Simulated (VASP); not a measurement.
# ZrB (Fm-3m) in VASP: vibrations by perturbation theory with PBEsol

Aim: the vibrations by perturbation theory of ZrB with PBEsol.

Everything below comes from runs of VASP 6.6.1. Logs are shortened: lines on timing, memory, paths and dates and some standing lists are left out, and cuts for length are marked.

### 1 The cell of the first run

It takes space group Fm-3m (No. 225, cubic). The conventional cell has a = 4.864 Å, b = 4.864 Å, c = 4.864 Å, α = 90.00°, β = 90.00°, γ = 90.00°. Within 3.2 Å of Zr (site symmetry m-3m) lie 6 B at 2.43 Å. B (site symmetry m-3m) has 6 Zr at 2.43 Å within 3.2 Å.

### 2 Vibrations by perturbation theory, PBEsol

INCAR reads:

```
ALGO     = Normal         # electronic algorithm
EDIFF    = 1E-8           # SCF threshold, eV
ENCUT    = 520            # plane-wave cutoff, eV
GGA      = PS             # functional
IBRION   = 8              # ionic algorithm
ISIF     = 2              # what is computed and relaxed
ISMEAR   = 1              # smearing method
LASPH    = True           # aspherical terms in the spheres
LCHARG   = True           # write CHGCAR
LREAL    = False          # projectors in reciprocal space
LWAVE    = False          # write WAVECAR
NELM     = 80             # most SCF steps
NSW      = 1              # ionic steps
PREC     = Accurate       # precision mode
SIGMA    = 0.2            # smearing width, eV
```

KPOINTS reads:

```
k-points
0
Gamma
  12 12 12
```

POSCAR reads:

```
ZrB
1.0
    0.0000000000      2.4318951324      2.4318951324
    2.4318951324      0.0000000000      2.4318951324
    2.4318951324      2.4318951324      0.0000000000
Zr B
1 1
Direct
    0.5000000000      0.5000000000      0.5000000000
    0.0000000000      0.0000000000      0.0000000000
```

Potentials or basis: VASP PAW PBE potentials, release 64 (Zr_sv, B).

The run is started by

```console
cat potpaw_PBE.64/Zr_sv/POTCAR potpaw_PBE.64/B/POTCAR > POTCAR
mpirun -np 1 vasp_std > vasp.out
```

OUTCAR:

```text
EDIFF = 1E-8
   ENCUT = 520
   GGA = PS
   IBRION = 8
   ISIF = 2
   ISMEAR = 1
   LASPH = True
   LREAL = False
   NELM = 80
   NSW = 1
   PREC = Accurate

 ion  position               nearest neighbor table
   1  0.500  0.500  0.500-   2 2.43   2 2.43   2 2.43   2 2.43   2 2.43   2 2.43
   2  0.000  0.000  0.000-   1 2.43   1 2.43   1 2.43   1 2.43   1 2.43   1 2.43

  LATTYP: Found a face centered cubic cell.
 ALAT       =     4.8637902648

  Lattice vectors:

 A1 = (   0.0000000000,   2.4318951324,   2.4318951324)
 A2 = (   2.4318951324,   0.0000000000,   2.4318951324)
 A3 = (   2.4318951324,   2.4318951324,   0.0000000000)

Analysis of symmetry for initial positions (statically):
=====================================================================
 Subroutine PRICEL returns:
 Original cell was already a primitive cell.

 Routine SETGRP: Setting up the symmetry group for a
 face centered cubic supercell.

 Subroutine GETGRP returns: Found 48 space group operations
 (whereof 48 operations were pure point group operations)
 out of a pool of 48 trial point group operations.

The static configuration has the point symmetry O_h .

Analysis of symmetry for dynamics (positions and initial velocities):
=====================================================================
 Subroutine PRICEL returns:
 Original cell was already a primitive cell.

 Routine SETGRP: Setting up the symmetry group for a
 face centered cubic supercell.

 Subroutine GETGRP returns: Found 48 space group operations
 (whereof 48 operations were pure point group operations)
 out of a pool of 48 trial point group operations.

The dynamic configuration has the point symmetry O_h .

 Subroutine INISYM returns: Found 48 space group operations
 (whereof 48 operations are pure point group operations),
 and found     1 'primitive' translations

----------------------------------------------------------------------------------------

                                     Primitive cell

  volume of cell :      28.7650

  direct lattice vectors                    reciprocal lattice vectors
     0.000000000  2.431895132  2.431895132    -0.205600971  0.205600971  0.205600971
     2.431895132  0.000000000  2.431895132     0.205600971 -0.205600971  0.205600971
     2.431895132  2.431895132  0.000000000     0.205600971  0.205600971 -0.205600971

  length of vectors
     3.439219079  3.439219079  3.439219079     0.356111327  0.356111327  0.356111327

  position of ions in fractional coordinates (direct lattice)
     0.500000000  0.500000000  0.500000000
     0.000000000  0.000000000  0.000000000

  ion indices of the primitive-cell ions
   primitive index   ion index
                 1           1
                 2           2

----------------------------------------------------------------------------------------

 KPOINTS: k-points

Automatic generation of k-mesh.
 Grid dimensions read from file:
 generate k-points for:   12   12   12

 Generating k-lattice:

  Cartesian coordinates                     Fractional coordinates (reciprocal lattice)
    -0.017133414  0.017133414  0.017133414     0.083333333  0.000000000  0.000000000
     0.017133414 -0.017133414  0.017133414     0.000000000  0.083333333  0.000000000
     0.017133414  0.017133414 -0.017133414     0.000000000  0.000000000  0.083333333

  Length of vectors
     0.029675944  0.029675944  0.029675944

  Shift w.r.t. Gamma in fractional coordinates (k-lattice)
     0.000000000  0.000000000  0.000000000

 Subroutine IBZKPT returns following result:
 ===========================================
[... 76 lines left out ...]
   IVDW    =     0    specifies the selected vdW correction
   LEPSILON=     F    determine dielectric tensor
   LRPA    =     F    only Hartree local field effects (RPA)
 non-spin polarized calculation
 Methfessel and Paxton  Order N= 1 SIGMA  =   0.20
  energy-cutoff  :      520.00
  volume of cell :       28.77
 maximum number of plane-waves:       789
 NGX is ok and might be reduce to    28
   NGX = 13   NGY = 13   NGZ = 13

--------------------------------------- Ionic step        1  -------------------------------------------

 number of electron      15.0000000 magnetization

 Free energy of the ion-electron system (eV)
  ---------------------------------------------------
  ext. energy  EPLUGINS =         0.00000000
  ---------------------------------------------------
  free energy    TOTEN  =       -16.92347007 eV

  energy without entropy =      -16.92653966  energy(sigma->0) =      -16.92449327

 E-fermi :   7.5724     XC(G=0): -11.7003

 val. band max:        7.5555484146   @ k =   0.5000   0.2500   0.0000
 cond. band min:       7.6456778396   @ k =   0.3333   0.1667   0.0833
 fundamental gap:      0.0901294251
 Fermi energy:         7.5724047230

 k-point     1 :       0.0000    0.0000    0.0000
  band No.  band energies     occupation
      1     -39.6782      2.00000
      2     -17.5253      2.00000
      3     -17.5253      2.00000
      4     -17.5253      2.00000
      5      -0.4989      2.00000
      6       9.3192     -0.00000
      7       9.3192     -0.00000
      8       9.3192     -0.00000
      9      10.7978     -0.00000
     10      10.7979     -0.00000
     11      11.0957     -0.00000
[... 309 lines left out ...]
 k-point    24 :      -0.4167    0.1667    0.0000
  band No.  band energies     occupation
      1     -39.6057      2.00000
      2     -18.0666      2.00000
      3     -17.6998      2.00000
      4     -17.6107      2.00000
      5       3.0247      2.00000
      6       4.3222      2.00000
      7       6.5563      2.00000
      8       6.6932      2.00000
      9      12.1465      0.00000
     10      12.2604      0.00000
     11      13.3945      0.00000

 [... further k-points ...]
[... 5 lines left out ...]
  --------------------------------------------------------------------------------------
  -------------------------------------------------------------------------------------
  Total        0.0106002      0.0106002      0.0106002      0.0000000      0.0000000      0.0000000
  in kB        0.5904197      0.5904197      0.5904197      0.0000000      0.0000000      0.0000000
  external PRESSURE =       0.5904197 kB  Pullay stress =       0.0000000 kB

 VOLUME and BASIS-vectors are now :
 -----------------------------------------------------------------------------
  energy-cutoff  :      520.00
  volume of cell :       28.77
      direct lattice vectors                 reciprocal lattice vectors
     0.000000000  2.431895132  2.431895132    -0.205600971  0.205600971  0.205600971
     2.431895132  0.000000000  2.431895132     0.205600971 -0.205600971  0.205600971
     2.431895132  2.431895132  0.000000000     0.205600971  0.205600971 -0.205600971

 POSITION                                       TOTAL-FORCE (eV/Angst)
 -----------------------------------------------------------------------------------
      2.43190      2.43190      2.43190         0.000000     -0.000000      0.000000
      0.00000      0.00000      0.00000        -0.000000      0.000000      0.000000
 -----------------------------------------------------------------------------------
    total drift:                                0.000000      0.000000      0.000000

  FREE ENERGIE OF THE ION-ELECTRON SYSTEM (eV)
  ---------------------------------------------------
  free  energy   TOTEN  =       -16.9234700673 eV

  energy  without entropy=      -16.9265396645  energy(sigma->0) =      -16.92449327

[... ionic steps 2 to 3 ...]

--------------------------------------- Ionic step        4  -------------------------------------------

------------------------ aborting loop because EDIFF is reached ----------------------------------------

[... ionic steps 5 to 6 ...]

--------------------------------------- Ionic step        7  -------------------------------------------

 Free energy of the ion-electron system (eV)
  ---------------------------------------------------
  ---------------------------------------------------
  free energy    TOTEN  =        -0.04033415 eV

  energy without entropy =       -0.04033415

------------------------ aborting loop because EDIFF is reached ----------------------------------------

 INTERNAL STRAIN TENSOR  FOR ION    2  DIRECTION 1   (eV/Angst):
 -----------------------------------------------------------------------------
     0.01315 -0.00000  0.00000
     0.00000 -0.01090 -0.00000
    -0.00000 -0.00000 -0.01090

 INTERNAL STRAIN TENSOR FOR ION    2 for displacements in x,y,z  (eV/Angst):
          X           Y           Z          XY          YZ          ZX
  --------------------------------------------------------------------------------
  x     0.00000     0.00000     0.00000     0.00000     0.00000     0.00000
  y     0.00000     0.00000     0.00000     0.00000     0.00000     0.00000
  z     0.00000     0.00000     0.00000     0.00000     0.00000     0.00000

 SECOND DERIVATIVES (NOT SYMMETRIZED)
 ------------------------------------
               1X          1Y          1Z          2X          2Y          2Z
  1X    -7.056946    0.000000    0.000000    7.056946    0.000000    0.000000
  1Y     0.000000   -7.056946    0.000000    0.000000    7.056946    0.000000
  1Z     0.000000    0.000000   -7.056946    0.000000    0.000000    7.056946
  2X     7.057118    0.000000    0.000000   -7.057118    0.000000    0.000000
  2Y     0.000000    7.057118    0.000000    0.000000   -7.057118    0.000000
  2Z     0.000000    0.000000    7.057118    0.000000    0.000000   -7.057118

 Eigenvectors and eigenvalues of the dynamical matrix
 ----------------------------------------------------

   1 f  =   13.358293 THz    83.932628 2PiTHz  445.584678 cm-1    55.245434 meV
             X         Y         Z           dx          dy          dz
      2.431895  2.431895  2.431895    -0.325502    0.000000    0.000000
      0.000000  0.000000  0.000000     0.945541    0.000000    0.000000
[... 21 lines left out ...]
   6 f/i=    0.000050 THz     0.000314 2PiTHz    0.001667 cm-1     0.000207 meV
             X         Y         Z           dx          dy          dz
      2.431895  2.431895  2.431895     0.000000    0.000000    0.945541
      0.000000  0.000000  0.000000     0.000000    0.000000    0.325502

--------------------------------------------------------------------------------------------------------

 ELASTIC MODULI CONTR FROM IONIC RELAXATION (kBar)
 Direction    XX          YY          ZZ          XY          YZ          ZX
 --------------------------------------------------------------------------------
 XX           0.0000      0.0000      0.0000      0.0000      0.0000      0.0000
 YY           0.0000      0.0000      0.0000      0.0000      0.0000      0.0000
 ZZ           0.0000      0.0000      0.0000      0.0000      0.0000      0.0000
 XY           0.0000      0.0000      0.0000      0.0000      0.0000      0.0000
 YZ           0.0000      0.0000      0.0000      0.0000      0.0000      0.0000
 ZX           0.0000      0.0000      0.0000      0.0000      0.0000      0.0000
 --------------------------------------------------------------------------------
```

Run time: 4.4 min. Hardware: 1 thread of Intel Xeon 6975P-C (Granite Rapids), shared host; peak memory 0.27 GiB.

What came out:

* Highest phonon frequency at Γ, LO-TO splitting left out: 446 cm⁻¹

Phonon frequencies in cm⁻¹ (negative: imaginary):
| q point | frequencies |
| --- | --- |
| (0.000, 0.000, 0.000) | 0 0 0 446 446 446 |

Caveat: the PAW data sets were made with another functional, which shifts forces and pressure a little.
